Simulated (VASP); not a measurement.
# Rb3CuAu (P3m1) in VASP: further runs

Runs on Rb3CuAu. Level: PBE. Tasks: single point.

Program: VASP 6.6.1. These are calculated values, not measurements. Logs are shortened: lines on timing, memory, paths and dates and some standing lists are left out, and cuts for length are marked.

## 1. The cell of the first run

The structure is trigonal, space group P3m1 (No. 156). Conventional cell: a = 4.529 Å, b = 4.529 Å, c = 14.237 Å, α = 90.00°, β = 90.00°, γ = 120.00°. Rb (site symmetry 3m) has 1 Au at 3.17 Å and 3 Cu at 3.96 Å within 4.2 Å. Rb (site symmetry 3m) has 3 Au at 3.45 Å and 3 Cu at 3.59 Å and 6 Rb at 4.53 Å within 4.6 Å. Cu (site symmetry 3m) has 3 Au at 2.62 Å and 3 Rb at 3.59 Å within 3.6 Å. Within 3.5 Å of Au (site symmetry 3m) lie 3 Cu at 2.62 Å and 4 Rb at 3.17 to 3.45 Å.

The cell was generated, and may not be a known phase.

## 2. Single point, PBE

File INCAR:

```
SYSTEM = Rb3CuAu
  PREC = Accurate
  ENCUT = 520
  EDIFF = 1E-6
  ISMEAR = 0
  SIGMA = 0.1
  LREAL = .FALSE.
  LASPH = .TRUE.
  NELM = 60
  ALGO = Normal
  ISIF = 2
  LWAVE = .FALSE.
  LCHARG = .FALSE.
  GGA = PE
  NBANDS = 32
```

File KPOINTS:

```
Automatic mesh
0
G
  6 6 1
  0 0 0
```

File POSCAR:

```
Rb3CuAu
1.0
    4.5293180958     -0.0000000029      0.0000000000
   -2.2646590454      3.9225045342      0.0000000000
    0.0000000000      0.0000000000     14.2368603276
Rb Cu Au
3 1 1
Direct
    0.3333333333      0.6666666667      0.1254362669
    0.0000000000      0.0000000000      0.4342459192
    0.6666666667      0.3333333333      0.7447214883
    0.0000000000      0.0000000000     -0.0829916359
    0.3333333333      0.6666666667      0.9029900615
```

Potentials or basis: VASP PAW PBE potentials, release 64 (Rb_sv, Cu, Au).

Launch:

```console
> cat potpaw_PBE.64/Rb_sv/POTCAR potpaw_PBE.64/Cu/POTCAR potpaw_PBE.64/Au/POTCAR > POTCAR
> mpirun -np 1 vasp_std > vasp.out
```

OUTCAR:

```text
SYSTEM = Rb3CuAu
   PREC = Accurate
   ENCUT = 520
   EDIFF = 1E-6
   ISMEAR = 0
   LREAL = .FALSE.
   LASPH = .TRUE.
   NELM = 60
   ISIF = 2
   GGA = PE

 ion  position               nearest neighbor table
   1  0.333  0.667  0.125-   5 3.17   4 3.96   4 3.96   4 3.96   2 5.12   2 5.12   2 5.12
   2  0.000  0.000  0.434-   1 5.12   1 5.12   1 5.12   3 5.14   3 5.14   3 5.14
   3  0.667  0.333  0.745-   5 3.45   5 3.45   5 3.45   4 3.59   4 3.59   4 3.59   2 5.14   2 5.14
                             2 5.14
   4  0.000  0.000  0.917-   5 2.62   5 2.62   5 2.62   3 3.59   3 3.59   3 3.59   1 3.96   1 3.96
                             1 3.96
   5  0.333  0.667  0.903-   4 2.62   4 2.62   4 2.62   1 3.17   3 3.45   3 3.45   3 3.45

  LATTYP: Found a hexagonal cell.
 ALAT       =     4.5293180958
 C/A-ratio  =     3.1432679327

  Lattice vectors:

 A1 = (   4.5293180958,  -0.0000000029,   0.0000000000)
 A2 = (  -2.2646590454,   3.9225045342,   0.0000000000)
 A3 = (   0.0000000000,   0.0000000000,  14.2368603276)

Analysis of symmetry for initial positions (statically):
=====================================================================
 Subroutine PRICEL returns:
 Original cell was already a primitive cell.

 Routine SETGRP: Setting up the symmetry group for a
 hexagonal supercell.

 Subroutine GETGRP returns: Found  6 space group operations
 (whereof  6 operations were pure point group operations)
 out of a pool of 24 trial point group operations.

The static configuration has the point symmetry C_3v.

Analysis of symmetry for dynamics (positions and initial velocities):
=====================================================================
 Subroutine PRICEL returns:
 Original cell was already a primitive cell.

 Routine SETGRP: Setting up the symmetry group for a
 hexagonal supercell.

 Subroutine GETGRP returns: Found  6 space group operations
 (whereof  6 operations were pure point group operations)
 out of a pool of 24 trial point group operations.

The dynamic configuration has the point symmetry C_3v.

 Subroutine INISYM returns: Found  6 space group operations
 (whereof  6 operations are pure point group operations),
 and found     1 'primitive' translations

----------------------------------------------------------------------------------------

                                     Primitive cell

  volume of cell :     252.9359

  direct lattice vectors                    reciprocal lattice vectors
[... 77 lines left out ...]
   EDIFFG = 0.1E-04   stopping-criterion for IOM
   NSW    =      0    number of steps for IOM
   IBRION =     -1    ionic relax: 0-MD 1-quasi-New 2-CG
   NFREE  =      0    steps in history (QN), initial steepest desc. (CG)
   ISIF   =      2    stress and relaxation
   ISYM   =      2    0-nonsym 1-usesym 2-fastsym
   POTIM  = 0.5000    time-step for ionic-motion
   TEBEG  =    0.0;   TEEND  =   0.0 temperature during run
   PSTRESS=    0.0 pullay stress
   NELECT =      49.0000    total number of electrons
   NUPDOWN=      -1.0000    fix difference up-down
   EMIN   =  10.00;   EMAX   =-10.00  energy-range for DOS
   EFERMI =   0.00;   METHOD = LEGACY
   ISMEAR =     0;   SIGMA  =   0.10  broadening in eV -4-tet -1-fermi 0-gaus
   EFERMI_NEDOS =   21; number of points for ismear=-14 and -15
   IALGO  =     38    algorithm
   IMIX   =      4    mixing-type and parameters
     AMIX     =   0.40;   BMIX     =  1.00
     AMIX_MAG =   1.60;   BMIX_MAG =  1.00
  volume/ion in A,a.u.               =      50.59       341.38
  Fermi-wavevector in a.u.,A,eV,Ry     =   0.947262  1.790065 12.208575  0.897305
  Thomas-Fermi vector in A             =   2.075338
   LORBIT       =      0    0 simple, 1 ext, 2 COOP (PROOUT), +10 PAW based schemes
   GGA     = PE    functional components
   LHFCALC =     F    Hartree Fock is set to
   AEXX    =    0.0000 exact exchange contribution
   IVDW    =     0    specifies the selected vdW correction
   LEPSILON=     F    determine dielectric tensor
   LRPA    =     F    only Hartree local field effects (RPA)
 non-spin polarized calculation
 Gauss-broadening in eV      SIGMA  =   0.10
  energy-cutoff  :      520.00
  volume of cell :      252.94
 maximum number of plane-waves:      6899
 NGX is ok and might be reduce to    36
   NGX = 17   NGY = 17   NGZ = 53

 number of electron      49.0000022 magnetization

 Free energy of the ion-electron system (eV)
  ---------------------------------------------------
  ext. energy  EPLUGINS =         0.00000000
  ---------------------------------------------------
  free energy    TOTEN  =        -9.49121490 eV

  energy without entropy =       -9.47963617  energy(sigma->0) =       -9.48542554

 E-fermi :   1.1680     XC(G=0):  -6.7472

 val. band max:        1.1198715682   @ k =   0.3333   0.0000   0.0000
 cond. band min:       1.2913149217   @ k =   0.3333   0.1667   0.0000
 fundamental gap:      0.1714433535
 Fermi energy:         1.1680425123

 k-point     1 :       0.0000    0.0000    0.0000
  band No.  band energies     occupation
      1     -27.9412      2.00000
      2     -27.3697      2.00000
      3     -26.7527      2.00000
      4     -12.0225      2.00000
      5     -11.9512      2.00000
      6     -11.9512      2.00000
[... 234 lines left out ...]
     31       3.0232      0.00000
     32       3.9631      0.00000

------------------------ aborting loop because EDIFF is reached ----------------------------------------

  FORCE on cell =-STRESS in cart. coord.  units (eV):
  Direction    XX          YY          ZZ          XY          YZ          ZX
  --------------------------------------------------------------------------------------
  -------------------------------------------------------------------------------------
  Total        0.0682063      0.0682063      0.0179489     -0.0000000     -0.0000000     -0.0000000
  in kB        0.4320406      0.4320406      0.1136940     -0.0000000     -0.0000000     -0.0000000
  external PRESSURE =       0.3259251 kB  Pullay stress =       0.0000000 kB

 VOLUME and BASIS-vectors are now :
 -----------------------------------------------------------------------------
  energy-cutoff  :      520.00
  volume of cell :      252.94
      direct lattice vectors                 reciprocal lattice vectors
     4.529318096 -0.000000003  0.000000000     0.220783787  0.127469578  0.000000000
    -2.264659045  3.922504534  0.000000000     0.000000000  0.254939157  0.000000000
     0.000000000  0.000000000 14.236860328     0.000000000  0.000000000  0.070240206

 POSITION                                       TOTAL-FORCE (eV/Angst)
 -----------------------------------------------------------------------------------
      0.00000      2.61500      1.78582        -0.000000      0.000000     -0.003698
      0.00000      0.00000      6.18230        -0.000000      0.000000      0.010017
      2.26466      1.30750     10.60250        -0.000000      0.000000      0.023141
      0.00000      0.00000     13.05532         0.000000     -0.000000     -0.022159
      0.00000      2.61500     12.85574         0.000000      0.000000     -0.007301
 -----------------------------------------------------------------------------------
    total drift:                               -0.000000     -0.000000     -0.000112

  FREE ENERGIE OF THE ION-ELECTRON SYSTEM (eV)
  ---------------------------------------------------
  free  energy   TOTEN  =        -9.4912149035 eV

  energy  without entropy=       -9.4796361667  energy(sigma->0) =       -9.48542554
```

OSZICAR:

```text
N       E                     dE             d eps       ncg     rms          rms(c)
DAV:   1     0.415638962529E+03    0.41564E+03   -0.18959E+04   448   0.132E+03
DAV:   2     0.415943909090E+02   -0.37404E+03   -0.35241E+03   520   0.308E+02
DAV:   3    -0.818624690246E+01   -0.49781E+02   -0.47974E+02   696   0.112E+02
DAV:   4    -0.105350234407E+02   -0.23488E+01   -0.23369E+01   584   0.258E+01
DAV:   5    -0.107322551077E+02   -0.19723E+00   -0.19719E+00   800   0.599E+00    0.702E+00
DAV:   6    -0.974469683545E+01    0.98756E+00   -0.55749E+00   640   0.302E+01    0.348E+00
DAV:   7    -0.960594882066E+01    0.13875E+00   -0.31364E+00   624   0.325E+01    0.356E+00
DAV:   8    -0.949049522252E+01    0.11545E+00   -0.65959E-01   600   0.117E+01    0.137E+00
DAV:   9    -0.949018119067E+01    0.31403E-03   -0.46043E-02   616   0.106E+00    0.419E-01
DAV:  10    -0.949109749845E+01   -0.91631E-03   -0.60526E-03   688   0.511E-01    0.107E-01
DAV:  11    -0.949116187915E+01   -0.64381E-04   -0.14714E-03   560   0.404E-01    0.617E-02
DAV:  12    -0.949119983128E+01   -0.37952E-04   -0.25256E-04   648   0.179E-01    0.173E-02
DAV:  13    -0.949120819347E+01   -0.83622E-05   -0.43368E-05   536   0.468E-02    0.879E-03
DAV:  14    -0.949121450925E+01   -0.63158E-05   -0.11565E-05   568   0.278E-02    0.309E-03
DAV:  15    -0.949121490350E+01   -0.39425E-06   -0.10819E-06   392   0.105E-02
   1 F= -.94912149E+01 E0= -.94854255E+01  d E =-.115787E-01
```

stdout:

```text
POSCAR found type information on POSCAR RbCuAu
 POSCAR found :  3 types and       5 ions
 scaLAPACK will be used
 LDA part: xc-table for (Slater+PW92), standard interpolation
 POSCAR, INCAR and KPOINTS ok, starting setup
 FFT: planning ... GRIDC
 FFT: planning ... GRID_SOFT
 FFT: planning ... GRID
 WAVECAR not read
 entering main loop
```

Run time: 49 s. Hardware: 1 thread of AMD EPYC 9R45 (Zen 5), shared host; peak memory 0.36 GiB.

Results:

```
Free energy            : -9.4912 eV
Pressure               : 0.0 GPa
Largest force          : 0.023 eV/Å
Band gap on the k mesh : zero (an odd number of electrons rules out a gap without spin polarisation)
```

Forces in eV/Å, atoms in the order of the input:
```
Rb   0.000  0.000 -0.004
Rb   0.000  0.000  0.010
Rb   0.000  0.000  0.023
Cu   0.000  0.000 -0.022
Au   0.000  0.000 -0.007
```

Caveat: the k points lie up to 0.44 Å⁻¹ apart, too coarse for converged energies and pressures of a metal; spin-orbit coupling is left out, which moves the levels of the heavy elements.

(Continued in part 2 of 2.)

The gap in the log of VASP goes by the Fermi energy; the results here count the filled bands.